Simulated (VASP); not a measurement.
# Te: single point with PBE

Crystal: Te.

```
CELL_PARAMETERS angstrom
3.20203 0.00000 0.00000
0.00000 3.20203 0.00000
0.00000 0.00000 3.20203
ATOMIC_POSITIONS crystal
Te 0.00000 0.00000 0.00000
```

This isn't the form of Te at room conditions, which is trigonal, of chains.

```
Program             : VASP 6.6.1
Task                : single point
Functional          : PBE
Potentials or basis : VASP PAW PBE potentials, release 64 (Te)
Cutoff              : 520 eV
k mesh              : 11 × 11 × 11
Occupations         : fermi-dirac, width 0.1 eV
Spin                : no spin polarisation
```

The pressure is -0.1 GPa and the band gap on the k mesh is zero (bands 3 and 4 overlap by 5.36 eV).

Levels at points of the mesh, in eV from the Fermi level:
```csv
k point,band 1,band 2,band 3,band 4,band 5,band 6,band 7,band 8
"(0.00, 0.00, 0.00)",-13.57,1.18,1.18,1.18,6.05,6.05,6.48,17.39
```

Wall time 7.1 s on 1 thread of Intel(R) Xeon(R) Platinum 8375C CPU @ 2.90GHz (Ice Lake), on a shared host, peak memory 0.14 GiB.

Caveat: spin-orbit coupling is left out, which moves the levels of the heavy elements.
